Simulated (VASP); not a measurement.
# Ir (Pmma) in VASP: notebook

Ir is run at these levels: PBEsol; tasks: single point.

Everything below comes from runs of VASP 6.6.1. Logs are shortened: lines on timing, memory, paths and dates and some standing lists are left out, and cuts for length are marked.

**1. The cell of the first run**

Symmetry: Pmma, No. 51, orthorhombic system. The conventional cell has a = 12.238 Å, b = 2.233 Å, c = 7.193 Å, α = 90.00°, β = 90.00°, γ = 90.00°. Ir (site symmetry mm2) has 2 Ir at 2.23 Å within 3.0 Å.

**2. Single point, PBEsol**

Contents of INCAR:

```
SYSTEM = Ir
ALGO     = Normal         ! electronic algorithm
EDIFF    = 1E-7           ! SCF threshold, eV
ENCUT    = 520            ! plane-wave cutoff, eV
GGA      = PS             ! functional
ISIF     = 2              ! what is computed and relaxed
ISMEAR   = -1             ! smearing method
LASPH    = .TRUE.         ! aspherical terms in the spheres
LCHARG   = .FALSE.        ! write CHGCAR
LREAL    = .FALSE.        ! projectors in reciprocal space
LWAVE    = .FALSE.        ! write WAVECAR
NBANDS   = 16             ! bands
NELM     = 80             ! most SCF steps
PREC     = Accurate       ! precision mode
SIGMA    = 0.1            ! smearing width, eV
```

Contents of KPOINTS:

```
k-points
0
G
  3 12 4
  0 0 0
```

Contents of POSCAR:

```
Ir
1.0
   12.2384552500      0.0000000000      0.0000000000
    0.0000000000      2.2334312600      0.0000000000
    0.0000000000      0.0000000000      7.1930008000
Ir
2
Direct
    0.2499999998      0.0000000000      0.1639883997
    0.7500000002      0.0000000000      0.8360116003
```

Potentials or basis: VASP PAW PBE potentials, release 64 (Ir).

On the command line:

```sh
$ cat potpaw_PBE.64/Ir/POTCAR > POTCAR
$ mpirun -np 1 vasp_std > vasp.out
```

OUTCAR:

```text
SYSTEM = Ir
   EDIFF = 1E-7
   ENCUT = 520
   GGA = PS
   ISIF = 2
   ISMEAR = -1
   LASPH = .TRUE.
   LREAL = .FALSE.
   NELM = 80
   PREC = Accurate

 ion  position               nearest neighbor table
   1  0.250  0.000  0.164-
   2  0.750  0.000  0.836-

  LATTYP: Found a simple orthorhombic cell.
 ALAT       =     2.2334312600
 B/A-ratio  =     3.2206054105
 C/A-ratio  =     5.4796650648

  Lattice vectors:

 A1 = (   0.0000000000,   2.2334312600,   0.0000000000)
 A2 = (   0.0000000000,   0.0000000000,   7.1930008000)
 A3 = (  12.2384552500,   0.0000000000,   0.0000000000)

Analysis of symmetry for initial positions (statically):
=====================================================================
 Subroutine PRICEL returns:
 Original cell was already a primitive cell.

 Routine SETGRP: Setting up the symmetry group for a
 simple orthorhombic supercell.

 Subroutine GETGRP returns: Found  8 space group operations
 (whereof  4 operations were pure point group operations)
 out of a pool of  8 trial point group operations.

The static configuration has the point symmetry C_2h.
 The point group associated with its full space group is D_2h.

Analysis of symmetry for dynamics (positions and initial velocities):
=====================================================================
 Subroutine PRICEL returns:
 Original cell was already a primitive cell.

 Routine SETGRP: Setting up the symmetry group for a
 simple orthorhombic supercell.

 Subroutine GETGRP returns: Found  8 space group operations
 (whereof  4 operations were pure point group operations)
 out of a pool of  8 trial point group operations.

The dynamic configuration has the point symmetry C_2h.
 The point group associated with its full space group is D_2h.

 Subroutine INISYM returns: Found  8 space group operations
 (whereof  4 operations are pure point group operations),
 and found     1 'primitive' translations

----------------------------------------------------------------------------------------

                                     Primitive cell

  volume of cell :     196.6117

  direct lattice vectors                    reciprocal lattice vectors
    12.238455250  0.000000000  0.000000000     0.081709659  0.000000000  0.000000000
     0.000000000  2.233431260  0.000000000     0.000000000  0.447741562  0.000000000
     0.000000000  0.000000000  7.193000800     0.000000000  0.000000000  0.139024036

  length of vectors
[... 81 lines left out ...]
   NELM   =     80;   NELMIN=  2; NELMDL= -5     # of ELM steps
   EDIFF  = 0.1E-06   stopping-criterion for ELM
   LREAL  =      F    real-space projection
   EDIFFG = 0.1E-05   stopping-criterion for IOM
   NSW    =      0    number of steps for IOM
   IBRION =     -1    ionic relax: 0-MD 1-quasi-New 2-CG
   NFREE  =      0    steps in history (QN), initial steepest desc. (CG)
   ISIF   =      2    stress and relaxation
   ISYM   =      2    0-nonsym 1-usesym 2-fastsym
   POTIM  = 0.5000    time-step for ionic-motion
   TEBEG  =    0.0;   TEEND  =   0.0 temperature during run
   PSTRESS=    0.0 pullay stress
   NELECT =      18.0000    total number of electrons
   NUPDOWN=      -1.0000    fix difference up-down
   EMIN   =  10.00;   EMAX   =-10.00  energy-range for DOS
   EFERMI =   0.00;   METHOD = LEGACY
   ISMEAR =    -1;   SIGMA  =   0.10  broadening in eV -4-tet -1-fermi 0-gaus
   EFERMI_NEDOS =   21; number of points for ismear=-14 and -15
   IALGO  =     38    algorithm
   IMIX   =      4    mixing-type and parameters
     AMIX     =   0.40;   BMIX     =  1.00
     AMIX_MAG =   1.60;   BMIX_MAG =  1.00
  volume/ion in A,a.u.               =      98.31       663.40
  Fermi-wavevector in a.u.,A,eV,Ry     =   0.737841  1.394317  7.407131  0.544409
  Thomas-Fermi vector in A             =   1.831619
   LORBIT       =      0    0 simple, 1 ext, 2 COOP (PROOUT), +10 PAW based schemes
   GGA     = PS    functional components
   LHFCALC =     F    Hartree Fock is set to
   AEXX    =    0.0000 exact exchange contribution
   IVDW    =     0    specifies the selected vdW correction
   LEPSILON=     F    determine dielectric tensor
   LRPA    =     F    only Hartree local field effects (RPA)
 non-spin polarized calculation
  energy-cutoff  :      520.00
  volume of cell :      196.61
 maximum number of plane-waves:      5340
 NGX is ok and might be reduce to    96
   NGX = 45   NGY =  9   NGZ = 27

 number of electron      18.0000000 magnetization

 Free energy of the ion-electron system (eV)
  ---------------------------------------------------
  ext. energy  EPLUGINS =         0.00000000
  ---------------------------------------------------
  free energy    TOTEN  =       -11.02788294 eV

  energy without entropy =      -10.84653981  energy(sigma->0) =      -10.93721137

 E-fermi :  -3.6929     XC(G=0):  -4.1494

 val. band max:       -3.6984884994   @ k =   0.3333   0.4167   0.5000
 cond. band min:      -3.5657340408   @ k =   0.3333   0.5000   0.0000
 fundamental gap:      0.1327544586
 Fermi energy:        -3.6929205841

 k-point     1 :       0.0000    0.0000    0.0000
  band No.  band energies     occupation
      1     -11.2650      2.00000
      2     -11.2646      2.00000
      3      -5.8880      2.00000
      4      -5.8314      2.00000
      5      -5.2924      2.00000
      6      -5.2888      2.00000
[... 433 lines left out ...]
      3      -7.2336      2.00000
      4      -7.2331      2.00000
      5      -4.0533      1.94700
      6      -4.0530      1.94684
[... 8 lines left out ...]
     15       3.9678      0.00000
     16       4.3157      0.00000

 [... further k-points ...]

------------------------ aborting loop because EDIFF is reached ----------------------------------------

  FORCE on cell =-STRESS in cart. coord.  units (eV):
  Direction    XX          YY          ZZ          XY          YZ          ZX
  --------------------------------------------------------------------------------------
  -------------------------------------------------------------------------------------
  Total       -0.0296185      1.5168766     -0.0232758      0.0000000      0.0000000     -0.0000000
  in kB       -0.2413592     12.3609406     -0.1896735      0.0000000      0.0000000     -0.0000000
  external PRESSURE =       3.9766360 kB  Pullay stress =       0.0000000 kB

 VOLUME and BASIS-vectors are now :
 -----------------------------------------------------------------------------
  energy-cutoff  :      520.00
  volume of cell :      196.61
      direct lattice vectors                 reciprocal lattice vectors
    12.238455250  0.000000000  0.000000000     0.081709659  0.000000000  0.000000000
     0.000000000  2.233431260  0.000000000     0.000000000  0.447741562  0.000000000
     0.000000000  0.000000000  7.193000800     0.000000000  0.000000000  0.139024036

 POSITION                                       TOTAL-FORCE (eV/Angst)
 -----------------------------------------------------------------------------------
      3.05961      0.00000      1.17957         0.000000      0.000000     -0.000712
      9.17884      0.00000      6.01343        -0.000000      0.000000      0.000712
 -----------------------------------------------------------------------------------
    total drift:                               -0.000000      0.000000     -0.000000

  FREE ENERGIE OF THE ION-ELECTRON SYSTEM (eV)
  ---------------------------------------------------
  free  energy   TOTEN  =       -11.0278829390 eV

  energy  without entropy=      -10.8465398074  energy(sigma->0) =      -10.93721137
```

OSZICAR:

```text
N       E                     dE             d eps       ncg     rms          rms(c)
DAV:   1     0.120617191886E+03    0.12062E+03   -0.59329E+03  1344   0.835E+02
DAV:   2     0.223203265700E+01   -0.11839E+03   -0.10455E+03  1496   0.202E+02
DAV:   3    -0.112500310041E+02   -0.13482E+02   -0.12219E+02  1848   0.655E+01
DAV:   4    -0.115074864753E+02   -0.25746E+00   -0.25571E+00  1528   0.117E+01
DAV:   5    -0.115116017671E+02   -0.41153E-02   -0.41148E-02  1648   0.126E+00    0.127E+01
DAV:   6    -0.110887643351E+02    0.42284E+00   -0.15803E+00  1784   0.993E+00    0.669E+00
DAV:   7    -0.110340426155E+02    0.54722E-01   -0.10885E-01  1616   0.234E+00    0.193E+00
DAV:   8    -0.110281397536E+02    0.59029E-02   -0.77357E-03  1384   0.660E-01    0.230E-01
DAV:   9    -0.110279232980E+02    0.21646E-03   -0.66417E-04  1672   0.154E-01    0.458E-02
DAV:  10    -0.110278957357E+02    0.27562E-04   -0.26034E-05  1392   0.390E-02    0.166E-02
DAV:  11    -0.110278863459E+02    0.93898E-05   -0.12476E-05  1432   0.182E-02    0.483E-03
DAV:  12    -0.110278840895E+02    0.22564E-05   -0.10780E-06  1360   0.737E-03    0.282E-03
DAV:  13    -0.110278829803E+02    0.11093E-05   -0.91880E-07  1272   0.699E-03    0.490E-04
DAV:  14    -0.110278829390E+02    0.41242E-07   -0.44770E-08  1112   0.179E-03
   1 F= -.11027883E+02 E0= -.10937211E+02  d E =-.181343E+00
```

It took 39 s on 1 thread of Intel Xeon 6975P-C (Granite Rapids), shared host; peak memory 0.34 GiB.

Results:

- Free energy: -11.0279 eV
- Pressure: 0.4 GPa
- Band gap on the k mesh: zero (band 9 reaches -1.22 eV, above the bottom of band 10 at -4.49 eV)

Caveat: the PAW data sets were made with another functional, which shifts forces and pressure a little; spin-orbit coupling is left out, which moves the levels of the heavy elements.

**3. Single point, PBEsol**

Contents of INCAR:

```
ALGO = Normal
EDIFF = 1E-6
ENCUT = 500
GGA = PS
GGA_COMPAT = False
ISIF = 2
ISMEAR = -1
LASPH = True
LCHARG = False
LREAL = False
LWAVE = False
NBANDS = 24
NELM = 120
PREC = Accurate
SIGMA = 0.1
```

Contents of KPOINTS:

```
k-points
0
Gamma
  2 10 3
```

POSCAR is that of step 2.

Potentials or basis: VASP PAW PBE potentials, release 64 (Ir_sv_GW).

On the command line:

```sh
$ cat potpaw_PBE.64/Ir_sv_GW/POTCAR > POTCAR
$ mpirun -np 1 vasp_std > vasp.out
```

Run time: 68 s. Hardware: 1 thread of Intel Xeon Platinum 8375C at 2.90GHz (Ice Lake), shared host; peak memory 0.31 GiB.

Results (log left out):

```
Free energy            : -12.0723 eV
Pressure               : 0.4 GPa
Band gap on the k mesh : zero (band 17 reaches -0.65 eV, above the bottom of band 18 at -4.18 eV)
```

Stress tensor (GPa, compression positive):
```
-0.47  0.00  0.00
 0.00  2.02  0.00
 0.00  0.00 -0.46
```

Levels at points of the mesh, in eV from the Fermi level:
```tsv
k point	band 12	band 13	band 14	band 15	band 16	band 17	band 18	band 19	band 20	band 21
(0.00, 0.00, 0.00)	-2.37	-1.74	-1.73	-1.73	-1.73	2.33	2.33	2.33	2.33	2.41
(0.50, 0.00, 0.00)	-2.40	-1.74	-1.74	-1.73	-1.73	2.33	2.33	2.33	2.33	2.69
(0.00, 0.50, 0.00)	-4.89	0.02	0.02	0.03	0.03	0.99	1.00	5.59	5.66	10.01
(0.50, 0.50, 0.00)	-4.89	0.02	0.02	0.03	0.03	1.00	1.00	5.62	5.62	10.25
```

Caveat: the PAW data sets were made with another functional, which shifts forces and pressure a little; spin-orbit coupling is left out, which moves the levels of the heavy elements.

**4. Single point, PBEsol**

Contents of INCAR:

```
SYSTEM = Ir
ALGO = Normal
EDIFF = 1E-6
ENCUT = 500
GGA = PS
GGA_COMPAT = .FALSE.
ISIF = 2
ISMEAR = -1
LASPH = .TRUE.
LCHARG = .FALSE.
LREAL = .FALSE.
LWAVE = .FALSE.
NBANDS = 24
NELM = 120
PREC = Accurate
SIGMA = 0.1
```

Contents of KPOINTS:

```
k-points
0
G
  1 3 1
  0 0 0
```

POSCAR is that of step 3.

On the command line:

```sh
$ cat potpaw_PBE.64/Ir_sv_GW/POTCAR > POTCAR
$ mpirun -np 1 vasp_std > vasp.out
```

It took 23 s on 1 thread of AMD EPYC 7R13 (Zen 3), shared host; peak memory 0.21 GiB.

The run converged. Its results:

```yaml
Free_energy: -10.9088 eV
Pressure: -1.0 GPa
Band_gap_on_the_k_mesh: zero (band 17 reaches -0.63 eV, above the bottom of band 18 at -3.13 eV)
```

Stress tensor (GPa, compression positive):
```
-0.45  0.00  0.00
 0.00 -1.88  0.00
 0.00  0.00 -0.67
```

Levels at points of the mesh, in eV from the Fermi level:
```csv
k point,band 13,band 14,band 15,band 16,band 17,band 18,band 19,band 20,band 21,band 22
"(0.00, 0.00, 0.00)",-1.55,-1.54,-1.54,-1.54,2.27,2.27,2.27,2.27,2.37,2.89
```

Caveat: the k points lie up to 0.94 Å⁻¹ apart; the PAW data sets were made with another functional, which shifts forces and pressure a little; spin-orbit coupling is left out, which moves the levels of the heavy elements.

**5. Summary**

```csv
potentials or basis,k mesh,cutoff (eV),second run,gap on the mesh (eV),pressure (GPa)
"VASP PAW PBE potentials, release 64 (Ir)",3 × 12 × 4,520,-,none,0.4
"VASP PAW PBE potentials, release 64 (Ir_sv_GW)",2 × 10 × 3,500,valence_matched,none,0.4
"VASP PAW PBE potentials, release 64 (Ir_sv_GW)",1 × 3 × 1,500,valence_matched,none,-1.0
```

Alike in all rows: task single point; level PBEsol; no spin polarisation; cell as given; smearing fermi-dirac 0.1 eV.

Caveats: some runs use coarse meshes; the PAW data sets were made with another functional, which shifts forces and pressure a little; spin-orbit coupling is left out, which moves the levels of the heavy elements.

Total energies depend on the potentials used, so only differences within one code and one set of settings carry meaning.
